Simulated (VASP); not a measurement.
# Hf (P6_3/mmc) in VASP: single point with PBE

Aim: the single point of Hf with PBE.

Program: VASP 6.6.1. These are calculated values, not measurements. Logs are shortened: lines on timing, memory, paths and dates and some standing lists are left out, and cuts for length are marked.

## Step 1: The cell of the first run

The structure is hexagonal, space group P6_3/mmc (No. 194). Conventional cell: a = 3.205 Å, b = 3.205 Å, c = 5.068 Å, α = 90.00°, β = 90.00°, γ = 120.00°. Hf (site symmetry -6m2) has 12 Hf at 3.14 to 3.21 Å within 4.1 Å.

## Step 2: Single point, PBE

POSCAR reads:

```
Hf
1.0
    3.2054180860      0.0000000000      0.0000000000
   -1.6027090430      2.7759734922      0.0000000000
    0.0000000000      0.0000000000      5.0675416313
Hf
2
Direct
    0.3333333333      0.6666666667      0.7500000000
    0.6666666667      0.3333333333      0.2500000000
```

INCAR.step1 reads:

```
SYSTEM = Hf
PREC     = Accurate       ! precision mode
ENCUT    = 520            ! plane-wave cutoff, eV
EDIFF    = 1E-6           ! SCF threshold, eV
ISMEAR   = 0              ! smearing method
SIGMA    = 0.05           ! smearing width, eV
LREAL    = .FALSE.        ! projectors in reciprocal space
LASPH    = .TRUE.         ! aspherical terms in the spheres
NELM     = 80             ! most SCF steps
ALGO     = Normal         ! electronic algorithm
ISIF     = 2              ! what is computed and relaxed
LWAVE    = .FALSE.        ! write WAVECAR
LCHARG   = .TRUE.         ! write CHGCAR
LMAXMIX  = 4              ! l up to which the mixer works
GGA      = PE             ! functional
NBANDS   = 17             ! bands
```

KPOINTS.step1 reads:

```
regular mesh
0
G
  16 16 8
  0 0 0
```

INCAR.step2 reads:

```
SYSTEM = Hf
PREC     = Accurate       ! precision mode
ENCUT    = 520            ! plane-wave cutoff, eV
EDIFF    = 1E-6           ! SCF threshold, eV
ISMEAR   = -5             ! smearing method
SIGMA    = 0.05           ! smearing width, eV
LREAL    = .FALSE.        ! projectors in reciprocal space
LASPH    = .TRUE.         ! aspherical terms in the spheres
NELM     = 80             ! most SCF steps
ALGO     = Normal         ! electronic algorithm
ISIF     = 2              ! what is computed and relaxed
LWAVE    = .FALSE.        ! write WAVECAR
LCHARG   = .FALSE.        ! write CHGCAR
LMAXMIX  = 4              ! l up to which the mixer works
GGA      = PE             ! functional
LORBIT   = 11             ! projections on sites
NBANDS   = 17             ! bands
NEDOS    = 2001           ! points of the DOS
ICHARG   = 11             ! starting density
```

KPOINTS.step2 reads:

```
regular mesh
0
G
  24 24 12
  0 0 0
```

Potentials or basis: VASP PAW PBE potentials, release 64 (Hf_pv).

Started as:

```bash
> cat potpaw_PBE.64/Hf_pv/POTCAR > POTCAR
> cp INCAR.step1 INCAR
> cp KPOINTS.step1 KPOINTS
> mpirun -np 1 vasp_std > vasp.out
> cp INCAR.step2 INCAR
> cp KPOINTS.step2 KPOINTS
> mpirun -np 1 vasp_std > vasp.out
```

OUTCAR:

```text
SYSTEM = Hf
   PREC = Accurate
   ENCUT = 520
   EDIFF = 1E-6
   ISMEAR = -5
   LREAL = .FALSE.
   LASPH = .TRUE.
   NELM = 80
   ISIF = 2
   GGA = PE
   LORBIT = 11
   ICHARG = 11

 ion  position               nearest neighbor table
   1  0.333  0.667  0.750-   2 3.14   2 3.14   2 3.14   2 3.14   2 3.14   2 3.14
   2  0.667  0.333  0.250-   1 3.14   1 3.14   1 3.14   1 3.14   1 3.14   1 3.14

  LATTYP: Found a hexagonal cell.
 ALAT       =     3.2054180860
 C/A-ratio  =     1.5809300052

  Lattice vectors:

 A1 = (   3.2054180860,   0.0000000000,   0.0000000000)
 A2 = (  -1.6027090430,   2.7759734922,   0.0000000000)
 A3 = (   0.0000000000,   0.0000000000,   5.0675416313)

Analysis of symmetry for initial positions (statically):
=====================================================================
 Subroutine PRICEL returns:
 Original cell was already a primitive cell.

 Routine SETGRP: Setting up the symmetry group for a
 hexagonal supercell.

 Subroutine GETGRP returns: Found 24 space group operations
 (whereof 12 operations were pure point group operations)
 out of a pool of 24 trial point group operations.

The static configuration has the point symmetry D_3d.
 The point group associated with its full space group is D_6h.

Analysis of symmetry for dynamics (positions and initial velocities):
=====================================================================
 Subroutine PRICEL returns:
 Original cell was already a primitive cell.

 Routine SETGRP: Setting up the symmetry group for a
 hexagonal supercell.

 Subroutine GETGRP returns: Found 24 space group operations
 (whereof 12 operations were pure point group operations)
 out of a pool of 24 trial point group operations.

The dynamic configuration has the point symmetry D_3d.
 The point group associated with its full space group is D_6h.

 Subroutine INISYM returns: Found 24 space group operations
 (whereof 12 operations are pure point group operations),
 and found     1 'primitive' translations

----------------------------------------------------------------------------------------

                                     Primitive cell

  volume of cell :      45.0918

  direct lattice vectors                    reciprocal lattice vectors
     3.205418086  0.000000000  0.000000000     0.311971784  0.180116994  0.000000000
    -1.602709043  2.775973492  0.000000000     0.000000000  0.360233987  0.000000000
     0.000000000  0.000000000  5.067541631     0.000000000  0.000000000  0.197334343

  length of vectors
     3.205418086  3.205418086  5.067541631     0.360233987  0.360233987  0.197334343

  position of ions in fractional coordinates (direct lattice)
     0.333333333  0.666666667  0.750000000
     0.666666667  0.333333333  0.250000000

  ion indices of the primitive-cell ions
   primitive index   ion index
                 1           1
                 2           2

----------------------------------------------------------------------------------------

 KPOINTS: regular mesh

Automatic generation of k-mesh.
 Grid dimensions read from file:
 generate k-points for:   24   24   12

 Generating k-lattice:

  Cartesian coordinates                     Fractional coordinates (reciprocal lattice)
     0.012998824  0.007504875  0.000000000     0.041666667  0.000000000  0.000000000
     0.000000000  0.015009749  0.000000000     0.000000000  0.041666667  0.000000000
     0.000000000  0.000000000  0.016444529     0.000000000  0.000000000  0.083333333

  Length of vectors
     0.015009749  0.015009749  0.016444529

  Shift w.r.t. Gamma in fractional coordinates (k-lattice)
     0.000000000  0.000000000  0.000000000

 TETIRR: Found   7014 inequivalent tetrahedra from    41472

 Subroutine IBZKPT returns following result:
 ===========================================

 Found    427 irreducible k-points:

 Following reciprocal coordinates:
            Coordinates               Weight
  0.000000  0.000000  0.000000      1.000000
  0.041667  0.000000  0.000000      6.000000
  0.083333  0.000000  0.000000      6.000000
  0.125000  0.000000  0.000000      6.000000
  0.166667 -0.000000  0.000000      6.000000
  0.208333 -0.000000  0.000000      6.000000
[... 16 lines left out ...]
  0.416667  0.041667  0.000000     12.000000
  0.458333  0.041667  0.000000     12.000000
 [... further k-points ...]
   k-points           NKPTS =    427   k-points in BZ     NKDIM =    427   number of bands    NBANDS=     17
   number of dos      NEDOS =   2001   number of ions     NIONS =      2
   total plane-waves  NPLWV =  23040
   dimension x,y,z NGX =    24 NGY =   24 NGZ =   40
   dimension x,y,z NGXF=    48 NGYF=   48 NGZF=   80
   ions per type =               2
   NGX,Y,Z   is equivalent  to a cutoff of  12.45, 12.45, 13.12 a.u.
   NGXF,Y,Z  is equivalent  to a cutoff of  24.89, 24.89, 26.24 a.u.
 SYSTEM =  Hf
   PREC   = accura    normal or accurate (medium, high low for compatibility)
   ISTART =      0    job   : 0-new  1-cont  2-samecut
   ICHARG =     11    charge: 1-file 2-atom 10-const
   ISPIN  =      1    spin polarized calculation?
   LNONCOLLINEAR =      F non collinear calculations
   LSORBIT =      F    spin-orbit coupling
   LASPH  =      T    aspherical Exc in radial PAW
   ENCUT  =  520.0 eV  38.22 Ry    6.18 a.u.   5.96  5.96  9.42*2*pi/ulx,y,z
   NELM   =     80;   NELMIN=  2; NELMDL=  0     # of ELM steps
   EDIFF  = 0.1E-05   stopping-criterion for ELM
   LREAL  =      F    real-space projection
   EDIFFG = 0.1E-04   stopping-criterion for IOM
   NSW    =      0    number of steps for IOM
   IBRION =     -1    ionic relax: 0-MD 1-quasi-New 2-CG
   NFREE  =      0    steps in history (QN), initial steepest desc. (CG)
   ISIF   =      2    stress and relaxation
   ISYM   =      2    0-nonsym 1-usesym 2-fastsym
   POTIM  = 0.5000    time-step for ionic-motion
   TEBEG  =    0.0;   TEEND  =   0.0 temperature during run
   PSTRESS=    0.0 pullay stress
   NELECT =      20.0000    total number of electrons
   NUPDOWN=      -1.0000    fix difference up-down
   EMIN   =  10.00;   EMAX   =-10.00  energy-range for DOS
   EFERMI =   0.00;   METHOD = LEGACY
   ISMEAR =    -5;   SIGMA  =   0.05  broadening in eV -4-tet -1-fermi 0-gaus
   EFERMI_NEDOS =   21; number of points for ismear=-14 and -15
   IALGO  =     38    algorithm
   IMIX   =      4    mixing-type and parameters
     AMIX     =   0.40;   BMIX     =  1.00
     AMIX_MAG =   1.60;   BMIX_MAG =  1.00
  volume/ion in A,a.u.               =      22.55       152.15
  Fermi-wavevector in a.u.,A,eV,Ry     =   1.248492  2.359308 21.207836  1.558732
  Thomas-Fermi vector in A             =   2.382576
   LORBIT       =     11    0 simple, 1 ext, 2 COOP (PROOUT), +10 PAW based schemes
   GGA     = PE    functional components
   LHFCALC =     F    Hartree Fock is set to
   AEXX    =    0.0000 exact exchange contribution
   IVDW    =     0    specifies the selected vdW correction
   LEPSILON=     F    determine dielectric tensor
   LRPA    =     F    only Hartree local field effects (RPA)
 non-spin polarized calculation
 Fermi weights with tetrahedron method with Bloechl corrections
  energy-cutoff  :      520.00
  volume of cell :       45.09
 maximum number of plane-waves:      1236
 NGX is ok and might be reduce to    24

 number of electron      20.0000005 magnetization

 Free energy of the ion-electron system (eV)
  ---------------------------------------------------
  ext. energy  EPLUGINS =         0.00000000
  ---------------------------------------------------
  free energy    TOTEN  =       -19.85026279 eV

  energy without entropy =      -19.85026279  energy(sigma->0) =      -19.85026279

 E-fermi :   4.8784     XC(G=0): -11.2483

 val. band max:        4.9049782466   @ k =   0.3750   0.1667   0.5000
 cond. band min:       4.8486873231   @ k =   0.2500   0.2083   0.5000
 fundamental gap:     -0.0562909235
 Fermi energy:         4.8783548696

 k-point     1 :       0.0000    0.0000    0.0000
  band No.  band energies     occupation
      1     -26.2202      2.00000
      2     -25.4953      2.00000
      3     -25.4953      2.00000
      4     -25.3745      2.00000
      5     -25.3701      2.00000
      6     -25.3701      2.00000
[... 9 lines left out ...]
     16       7.4789      0.00000
     17      10.1543      0.00000

 k-point     2 :       0.0417    0.0000    0.0000
  band No.  band energies     occupation
      1     -26.2158      2.00000
      2     -25.5047      2.00000
      3     -25.4985      2.00000
      4     -25.3801      2.00000
      5     -25.3766      2.00000
      6     -25.3714      2.00000
[... 9 lines left out ...]
     16       7.4267      0.00000
     17      10.2047      0.00000

 k-point     3 :       0.0833    0.0000    0.0000
  band No.  band energies     occupation
      1     -26.2027      2.00000
      2     -25.5323      2.00000
      3     -25.5078      2.00000
      4     -25.4092      2.00000
      5     -25.3826      2.00000
      6     -25.3751      2.00000
[... 9 lines left out ...]
     16       7.2837      0.00000
     17      10.3292      0.00000

 k-point     4 :       0.1250    0.0000    0.0000
  band No.  band energies     occupation
      1     -26.1814      2.00000
      2     -25.5762      2.00000
      3     -25.5223      2.00000
      4     -25.4549      2.00000
      5     -25.3928      2.00000
      6     -25.3813      2.00000
[... 9 lines left out ...]
     16       7.2693      0.00000
     17      10.4684      0.00000
[... 343 lines left out ...]
      1     -25.9884      2.00000
      2     -25.9197      2.00000
      3     -25.8529      2.00000
      4     -25.6530      2.00000
      5     -25.5477      2.00000
      6     -25.4532      2.00000
[... 9 lines left out ...]
     16      10.4545      0.00000
     17      11.1869      0.00000

 k-point    23 :       0.4167    0.0417    0.0000
  band No.  band energies     occupation
      1     -26.0238      2.00000
      2     -25.8846      2.00000
      3     -25.8839      2.00000
      4     -25.6642      2.00000
      5     -25.5736      2.00000
      6     -25.4595      2.00000
[... 9 lines left out ...]
     16      11.0349      0.00000
     17      11.2184      0.00000

 k-point    24 :       0.4583    0.0417    0.0000
  band No.  band energies     occupation
      1     -26.0421      2.00000
      2     -25.8999      2.00000
      3     -25.8638      2.00000
      4     -25.6700      2.00000
      5     -25.5896      2.00000
      6     -25.4627      2.00000
[... 9 lines left out ...]
     16      11.2334      0.00000
     17      11.6286      0.00000

 [... further k-points ...]
[... 5 lines left out ...]
  --------------------------------------------------------------------------------------
  -------------------------------------------------------------------------------------
  Total       -0.1306239     -0.1306239     -0.1102966     -0.0000000      0.0000000      0.0000000
  in kB       -4.6412616     -4.6412616     -3.9190015     -0.0000000      0.0000000      0.0000000
  external PRESSURE =      -4.4005082 kB  Pullay stress =       0.0000000 kB

 VOLUME and BASIS-vectors are now :
 -----------------------------------------------------------------------------
  energy-cutoff  :      520.00
  volume of cell :       45.09
      direct lattice vectors                 reciprocal lattice vectors
     3.205418086  0.000000000  0.000000000     0.311971784  0.180116994  0.000000000
    -1.602709043  2.775973492  0.000000000     0.000000000  0.360233987  0.000000000
     0.000000000  0.000000000  5.067541631     0.000000000  0.000000000  0.197334343

 POSITION                                       TOTAL-FORCE (eV/Angst)
 -----------------------------------------------------------------------------------
     -0.00000      1.85065      3.80066        -0.000000      0.000000      0.000000
      1.60271      0.92532      1.26689         0.000000     -0.000000      0.000000
 -----------------------------------------------------------------------------------
    total drift:                               -0.000000      0.000000     -0.000000

  FREE ENERGIE OF THE ION-ELECTRON SYSTEM (eV)
  ---------------------------------------------------
  free  energy   TOTEN  =       -19.8502627904 eV

  energy  without entropy=      -19.8502627904  energy(sigma->0) =      -19.85026279

 total charge

# of ion       s       p       d       tot
------------------------------------------
    1        0.392   6.385   1.536   8.312
    2        0.392   6.385   1.536   8.312
--------------------------------------------------
tot          0.783  12.769   3.072  16.624
```

Run time: 68 s. Hardware: 1 thread of Intel Xeon 6975P-C (Granite Rapids), shared host; peak memory 0.37 GiB.

Results:

| Quantity | Value |
| --- | --- |
| Valence electrons inside the program's atomic spheres | Hf 8.31 |

Caveat: spin-orbit coupling is left out, which moves the levels of the heavy elements; tetrahedron occupations give inexact forces and stress in metals.
